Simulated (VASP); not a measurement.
# TiO2 (Pbcn) in VASP: notebook

TiO2 is run at these levels: PBEsol+U, r2SCAN, PBEsol; tasks: single point, relaxation of cell and atoms.

Program: VASP 6.6.1. These are calculated values, not measurements. Logs are shortened: lines on timing, memory, paths and dates and some standing lists are left out, and cuts for length are marked.

**1. The cell of the first run**

It takes space group Pbcn (No. 60, orthorhombic). Conventional cell: a = 4.556 Å, b = 5.498 Å, c = 4.961 Å, α = 90.00°, β = 90.00°, γ = 90.00°. Within 2.6 Å of Ti (site symmetry 2) lie 6 O at 1.92 to 2.04 Å. O (site symmetry 1) has 4 Ti at 1.92 to 3.21 Å and 12 O at 2.55 to 3.00 Å within 3.3 Å.

**2. Single point, PBEsol+U**

INCAR reads:

```
SYSTEM = TiO2
PREC = Accurate ; ENCUT = 520
EDIFF = 1E-6 ; ISMEAR = -1
SIGMA = 0.05 ; LREAL = .FALSE.
LASPH = .TRUE. ; NELM = 150
ALGO = Normal ; ISIF = 2
LWAVE = .FALSE. ; LCHARG = .FALSE.
LMAXMIX = 4 ; LDAU = .TRUE.
LDAUTYPE = 2 ; LDAUL = 2 -1
LDAUU = 6 0 ; LDAUJ = 0 0
LDAUPRINT = 1 ; GGA = PS
NBANDS = 60
```

KPOINTS reads:

```
regular mesh
0
G
  6 5 6
  0 0 0
```

POSCAR reads:

```
TiO2
1.0
    4.5562880717      0.0000000000      0.0000000000
    0.0000000000      5.4976064041      0.0000000000
    0.0000000000      0.0000000000      4.9607998988
Ti O
4 8
Direct
    0.0000000000      0.1660355073      0.7500000000
    0.5000000000      0.3339644927      0.2500000000
    0.0000000000      0.8339644927      0.2500000000
    0.5000000000      0.6660355073      0.7500000000
    0.2730530246      0.3849491080      0.9192161863
    0.7730530246      0.1150508920      0.0807838137
    0.2269469754      0.1150508920      0.4192161863
    0.7269469754      0.3849491080      0.5807838137
    0.2730530246      0.6150508920      0.4192161863
    0.7730530246      0.8849491080      0.5807838137
    0.2269469754      0.8849491080      0.9192161863
    0.7269469754      0.6150508920      0.0807838137
```

Potentials or basis: VASP PAW PBE potentials, release 64 (Ti_sv, O).

Command:

```sh
> cat potpaw_PBE.64/Ti_sv/POTCAR potpaw_PBE.64/O/POTCAR > POTCAR
> mpirun -np 1 vasp_std > vasp.out
```

OUTCAR:

```text
SYSTEM = TiO2
   PREC = Accurate
   ENCUT = 520
   EDIFF = 1E-6
   ISMEAR = -1
   LREAL = .FALSE.
   LASPH = .TRUE.
   NELM = 150
   ISIF = 2
   GGA = PS

 ion  position               nearest neighbor table
   1  0.000  0.166  0.750-   5 1.92   8 1.92   7 1.96   6 1.96  10 2.04  11 2.04
   2  0.500  0.334  0.250-   6 1.92   7 1.92   5 1.96   8 1.96   9 2.04  12 2.04
   3  0.000  0.834  0.250-   9 1.92  12 1.92  11 1.96  10 1.96   6 2.04   7 2.04
   4  0.500  0.666  0.750-  10 1.92  11 1.92   9 1.96  12 1.96   5 2.04   8 2.04
   5  0.273  0.385  0.919-   1 1.92   2 1.96   4 2.04
   6  0.773  0.115  0.081-   2 1.92   1 1.96   3 2.04
   7  0.227  0.115  0.419-   2 1.92   1 1.96   3 2.04
   8  0.727  0.385  0.581-   1 1.92   2 1.96   4 2.04
   9  0.273  0.615  0.419-   3 1.92   4 1.96   2 2.04
  10  0.773  0.885  0.581-   4 1.92   3 1.96   1 2.04
  11  0.227  0.885  0.919-   4 1.92   3 1.96   1 2.04
  12  0.727  0.615  0.081-   3 1.92   4 1.96   2 2.04

  LATTYP: Found a simple orthorhombic cell.
 ALAT       =     4.5562880717
 B/A-ratio  =     1.0887810035
 C/A-ratio  =     1.2065976333

  Lattice vectors:

 A1 = (  -4.5562880717,   0.0000000000,   0.0000000000)
 A2 = (   0.0000000000,   0.0000000000,   4.9607998988)
 A3 = (   0.0000000000,   5.4976064041,   0.0000000000)

Analysis of symmetry for initial positions (statically):
=====================================================================
 Subroutine PRICEL returns:
 Original cell was already a primitive cell.

 Routine SETGRP: Setting up the symmetry group for a
 simple orthorhombic supercell.

 Subroutine GETGRP returns: Found  8 space group operations
 (whereof  2 operations were pure point group operations)
 out of a pool of  8 trial point group operations.

The static configuration has the point symmetry S_2 .
 The point group associated with its full space group is D_2h.

Analysis of symmetry for dynamics (positions and initial velocities):
=====================================================================
[... 295 lines left out ...]
  o =  0.0820  v =  0.0000  0.0000  0.0000  0.0000  0.0000  0.5701  0.8216  0.0000 -0.0000  0.0000      0.0000  0.0000  0.0000  0.0000  0.0000  0.0000  0.0000  0.0000  0.0000  0.0000
  o =  0.0854  v =  0.0000  0.0000 -0.7911  0.5751 -0.2083  0.0000  0.0000  0.0000  0.0000  0.0000      0.0000  0.0000  0.0000  0.0000  0.0000  0.0000  0.0000  0.0000  0.0000  0.0000
  o =  0.0854  v =  0.0000  0.0000  0.0000  0.0000  0.0000  0.0000  0.0000 -0.7911  0.5751 -0.2083      0.0000  0.0000  0.0000  0.0000  0.0000  0.0000  0.0000  0.0000  0.0000  0.0000
  o =  0.0992  v =  0.0000  0.0000  0.0000  0.0000  0.0000  0.0000  0.0000  0.2949  0.0603 -0.9536      0.0000  0.0000  0.0000  0.0000  0.0000  0.0000  0.0000  0.0000  0.0000  0.0000
  o =  0.0992  v =  0.0000  0.0000  0.2949  0.0603 -0.9536  0.0000  0.0000  0.0000  0.0000  0.0000      0.0000  0.0000  0.0000  0.0000  0.0000  0.0000  0.0000  0.0000  0.0000  0.0000
  o =  0.2418  v = -0.8216  0.5701  0.0000 -0.0000  0.0000  0.0000  0.0000  0.0000  0.0000  0.0000      0.0000  0.0000  0.0000  0.0000  0.0000  0.0000  0.0000  0.0000  0.0000  0.0000
  o =  0.2418  v =  0.0000  0.0000  0.0000  0.0000  0.0000 -0.8216  0.5701  0.0000 -0.0000  0.0000      0.0000  0.0000  0.0000  0.0000  0.0000  0.0000  0.0000  0.0000  0.0000  0.0000
  o =  0.2549  v =  0.0000  0.0000  0.5359  0.8158  0.2173  0.0000  0.0000  0.0000  0.0000  0.0000      0.0000  0.0000  0.0000  0.0000  0.0000  0.0000  0.0000  0.0000  0.0000  0.0000
  o =  0.2549  v =  0.0000  0.0000  0.0000  0.0000  0.0000  0.0000  0.0000  0.5359  0.8158  0.2173      0.0000  0.0000  0.0000  0.0000  0.0000  0.0000  0.0000  0.0000  0.0000  0.0000

 number of electron      96.0000001 magnetization

 Free energy of the ion-electron system (eV)
  ---------------------------------------------------
  ext. energy  EPLUGINS =         0.00000000
  ---------------------------------------------------
  free energy    TOTEN  =       -96.42136571 eV

  energy without entropy =      -96.42136571  energy(sigma->0) =      -96.42136571

 E-fermi :   6.1056     XC(G=0): -11.7829

 val. band max:        4.9131248223   @ k =   0.0000   0.0000   0.0000
 cond. band min:       8.1324208925   @ k =   0.0000   0.0000   0.5000
 fundamental gap:      3.2192960702
 Fermi energy:         6.1055827297

 k-point     1 :       0.0000    0.0000    0.0000
  band No.  band energies     occupation
      1     -52.9549      2.00000
      2     -52.9364      2.00000
      3     -52.9234      2.00000
      4     -52.9204      2.00000
      5     -29.3982      2.00000
      6     -29.3288      2.00000
[... 1501 lines left out ...]
     59       9.4907      0.00000
     60       9.4907      0.00000

 [... further k-points ...]

------------------------ aborting loop because EDIFF is reached ----------------------------------------

  FORCE on cell =-STRESS in cart. coord.  units (eV):
  Direction    XX          YY          ZZ          XY          YZ          ZX
  --------------------------------------------------------------------------------------
  -------------------------------------------------------------------------------------
  Total        5.1890701      4.4630512      5.2336564      0.0000000      0.0000000     -0.0000000
  in kB       66.9057733     57.5447785     67.4806503      0.0000000      0.0000000     -0.0000000
  external PRESSURE =      63.9770674 kB  Pullay stress =       0.0000000 kB

 VOLUME and BASIS-vectors are now :
 -----------------------------------------------------------------------------
  energy-cutoff  :      520.00
  volume of cell :      124.26
      direct lattice vectors                 reciprocal lattice vectors
     4.556288072  0.000000000  0.000000000     0.219476904  0.000000000  0.000000000
     0.000000000  5.497606404  0.000000000     0.000000000  0.181897343  0.000000000
     0.000000000  0.000000000  4.960799899     0.000000000  0.000000000  0.201580394

 POSITION                                       TOTAL-FORCE (eV/Angst)
 -----------------------------------------------------------------------------------
      0.00000      0.91280      3.72060         0.000000     -0.224258      0.000000
      2.27814      1.83601      1.24020         0.000000      0.224258     -0.000000
      0.00000      4.58481      1.24020         0.000000      0.224258     -0.000000
      2.27814      3.66160      3.72060         0.000000     -0.224258      0.000000
      1.24411      2.11630      4.56005        -0.074831      0.111482     -0.032540
      3.52225      0.63250      0.40075        -0.074831     -0.111482      0.032540
      1.03404      0.63250      2.07965         0.074831     -0.111482     -0.032540
      3.31218      2.11630      2.88115         0.074831      0.111482      0.032540
      1.24411      3.38131      2.07965        -0.074831     -0.111482     -0.032540
      3.52225      4.86510      2.88115        -0.074831      0.111482      0.032540
      1.03404      4.86510      4.56005         0.074831      0.111482     -0.032540
      3.31218      3.38131      0.40075         0.074831     -0.111482      0.032540
 -----------------------------------------------------------------------------------
    total drift:                                0.000000      0.000000      0.000000

  FREE ENERGIE OF THE ION-ELECTRON SYSTEM (eV)
  ---------------------------------------------------
  free  energy   TOTEN  =       -96.4213657144 eV

  energy  without entropy=      -96.4213657144  energy(sigma->0) =      -96.42136571
```

OSZICAR:

```text
N       E                     dE             d eps       ncg     rms          rms(c)
DAV:   1     0.154903221918E+04    0.15490E+04   -0.47238E+04  5760   0.191E+03
DAV:   2     0.187530657748E+03   -0.13615E+04   -0.12907E+04  5828   0.602E+02
DAV:   3    -0.112165020764E+03   -0.29970E+03   -0.29142E+03  7344   0.248E+02
DAV:   4    -0.134065476970E+03   -0.21900E+02   -0.21847E+02  8496   0.715E+01
DAV:   5    -0.135224123888E+03   -0.11586E+01   -0.11581E+01  8820   0.136E+01    0.438E+01
DAV:   6    -0.957021091235E+02    0.39522E+02   -0.19047E+02  8324   0.993E+01    0.145E+01
DAV:   7    -0.964104442700E+02   -0.70834E+00   -0.18494E+01  7944   0.191E+01    0.899E+00
DAV:   8    -0.963615715244E+02    0.48873E-01   -0.26464E+00  7604   0.951E+00    0.263E+00
DAV:   9    -0.963909017191E+02   -0.29330E-01   -0.36872E-01  7984   0.468E+00    0.185E+00
DAV:  10    -0.964250672398E+02   -0.34166E-01   -0.19449E-01  7600   0.225E+00    0.479E-01
DAV:  11    -0.964213548445E+02    0.37124E-02   -0.26854E-02  7232   0.801E-01    0.148E-01
DAV:  12    -0.964214859074E+02   -0.13106E-03   -0.20546E-03  8488   0.277E-01    0.103E-01
DAV:  13    -0.964213725981E+02    0.11331E-03   -0.78988E-04  7480   0.173E-01    0.389E-02
DAV:  14    -0.964213739422E+02   -0.13441E-05   -0.39628E-05  7400   0.303E-02    0.312E-02
DAV:  15    -0.964213654135E+02    0.85287E-05   -0.45830E-05  7188   0.532E-02    0.325E-03
DAV:  16    -0.964213657144E+02   -0.30091E-06   -0.18598E-06  4044   0.980E-03
   1 F= -.96421366E+02 E0= -.96421366E+02  d E =-.350347E-11
```

stdout:

```text
POSCAR found type information on POSCAR TiO
 POSCAR found :  2 types and      12 ions
 scaLAPACK will be used
 -----------------------------------------------------------------------------
|                                                                             |
|                                                                             |
|     You enforced a specific xc type in the INCAR file but a different       |
|     I HOPE YOU KNOW WHAT YOU ARE DOING!                                     |
|                                                                             |
 -----------------------------------------------------------------------------

 LDA part: xc-table for (Slater+PW92), standard interpolation
 POSCAR, INCAR and KPOINTS ok, starting setup
 FFT: planning ... GRIDC
 FFT: planning ... GRID_SOFT
 FFT: planning ... GRID
 WAVECAR not read
 entering main loop
```

Run time: 4.1 min. Hardware: 1 thread of AMD EPYC 9R45 (Zen 5), shared host; peak memory 0.36 GiB.

Results:

| Property | Result |
| --- | --- |
| Free energy | -96.4214 eV |
| Pressure | 6.4 GPa |
| Largest force | 0.224 eV/Å |
| Band gap on the k mesh | 3.22 eV (least direct gap 3.24 eV) |

Forces on the atoms (eV/Å):
```
Ti   0.000 -0.224  0.000
Ti   0.000  0.224  0.000
Ti   0.000  0.224  0.000
Ti   0.000 -0.224  0.000
O   -0.075  0.111 -0.033
O   -0.075 -0.111  0.033
O    0.075 -0.111 -0.033
O    0.075  0.111  0.033
O   -0.075 -0.111 -0.033
O   -0.075  0.111  0.033
O    0.075  0.111 -0.033
O    0.075 -0.111  0.033
```

Eigenvalues of the final occupation matrices:
```tsv
site	spin	trace	eigenvalues
site 1 d	1	0.76	0.08 0.09 0.10 0.24 0.25
site 1 d	2	0.76	0.08 0.09 0.10 0.24 0.25
site 2 d	1	0.76	0.08 0.09 0.10 0.24 0.25
site 2 d	2	0.76	0.08 0.09 0.10 0.24 0.25
site 3 d	1	0.76	0.08 0.09 0.10 0.24 0.25
site 3 d	2	0.76	0.08 0.09 0.10 0.24 0.25
site 4 d	1	0.76	0.08 0.09 0.10 0.24 0.25
site 4 d	2	0.76	0.08 0.09 0.10 0.24 0.25
```

Caveat: the cell stands under pressure; the PAW data sets were made with another functional, which shifts forces and pressure a little. A k mesh can miss the band edges.

**3. Single point, r2SCAN**

This run uses another cell than the first one, of 10.22 Å³/atom.

POSCAR reads:

```
TiO2
1.0
    4.5449335227      0.0000000000      0.0000000000
    0.0000000000      5.5136865472      0.0000000000
    0.0000000000      0.0000000000      4.8941464861
Ti O
4 8
Direct
    0.0000000000      0.1756961057      0.7500000000
    0.5000000000      0.3243038943      0.2500000000
    0.0000000000      0.8243038943      0.2500000000
    0.5000000000      0.6756961057      0.7500000000
    0.2711015259      0.3817728760      0.9191415249
    0.7711015259      0.1182271240      0.0808584751
    0.2288984741      0.1182271240      0.4191415249
    0.7288984741      0.3817728760      0.5808584751
    0.2711015259      0.6182271240      0.4191415249
    0.7711015259      0.8817728760      0.5808584751
    0.2288984741      0.8817728760      0.9191415249
    0.7288984741      0.6182271240      0.0808584751
```

INCAR.step1 reads:

```
SYSTEM = TiO2
ALGO = Normal ; EDIFF = 1E-4
ENCUT = 520 ; GGA = PE
ISMEAR = -1 ; LASPH = .TRUE.
LCHARG = .FALSE. ; LREAL = .FALSE.
LWAVE = .TRUE. ; NBANDS = 60
NELM = 80 ; PREC = Accurate
SIGMA = 0.05
```

INCAR.step2 reads:

```
SYSTEM = TiO2
ALGO = Normal ; EDIFF = 1E-6
ENCUT = 520 ; ISIF = 2
ISMEAR = -1 ; ISTART = 1
LASPH = .TRUE. ; LCHARG = .FALSE.
LMIXTAU = .TRUE. ; LREAL = .FALSE.
LWAVE = .FALSE. ; METAGGA = R2SCAN
NBANDS = 60 ; NELM = 80
PREC = Accurate ; SIGMA = 0.05
```

KPOINTS reads:

```
k-points
0
G
  6 5 6
  0 0 0
```

Potentials or basis: VASP PAW PBE potentials, release 64 (Ti_sv, O).

Command:

```sh
> cat potpaw_PBE.64/Ti_sv/POTCAR potpaw_PBE.64/O/POTCAR > POTCAR
> cp INCAR.step1 INCAR
> mpirun -np 1 vasp_std > vasp.out
> cp INCAR.step2 INCAR
> mpirun -np 1 vasp_std > vasp.out
```

Run time: 23 min. Hardware: 1 thread of Intel Xeon Platinum 8259CL at 2.50GHz (Skylake/Cascade Lake), shared host; peak memory 0.4 GiB.

The run converged. Its results:

- Free energy: -139.6294 eV
- Pressure: 1.4 GPa
- Largest force: 0.107 eV/Å
- Band gap on the k mesh: 3.06 eV (least direct gap 3.09 eV)

Forces on the atoms (eV/Å):
```
Ti   0.000 -0.107  0.000
Ti   0.000  0.107  0.000
Ti   0.000  0.107  0.000
Ti   0.000 -0.107  0.000
O    0.030  0.068  0.002
O    0.030 -0.068 -0.002
O   -0.030 -0.068  0.002
O   -0.030  0.068 -0.002
O    0.030 -0.068  0.002
O    0.030  0.068 -0.002
O   -0.030  0.068  0.002
O   -0.030 -0.068 -0.002
```

Stress tensor (GPa, compression positive):
```
1.44 0.00 0.00
0.00 1.10 0.00
0.00 0.00 1.51
```

Levels at points of the mesh, in eV from the valence-band top:
```csv
k point,band 44,band 45,band 46,band 47,band 48,band 49,band 50,band 51,band 52,band 53
"(0.00, 0.00, 0.00)",-0.56,-0.51,-0.44,-0.03,0.00,3.09,3.12,3.24,3.29,3.30
"(0.50, 0.00, 0.00)",-1.31,-0.49,-0.49,-0.25,-0.25,3.56,3.56,3.69,3.69,4.01
"(0.00, 0.00, 0.50)",-1.07,-0.41,-0.41,-0.29,-0.29,3.06,3.06,3.50,3.50,4.00
"(0.50, 0.00, 0.50)",-1.29,-0.51,-0.51,-0.51,-0.51,3.41,3.41,3.41,3.41,4.00
```

Caveat: the PAW data sets were made with another functional, which shifts forces and pressure a little. A k mesh can miss the band edges.

[end of part 1 of 2]
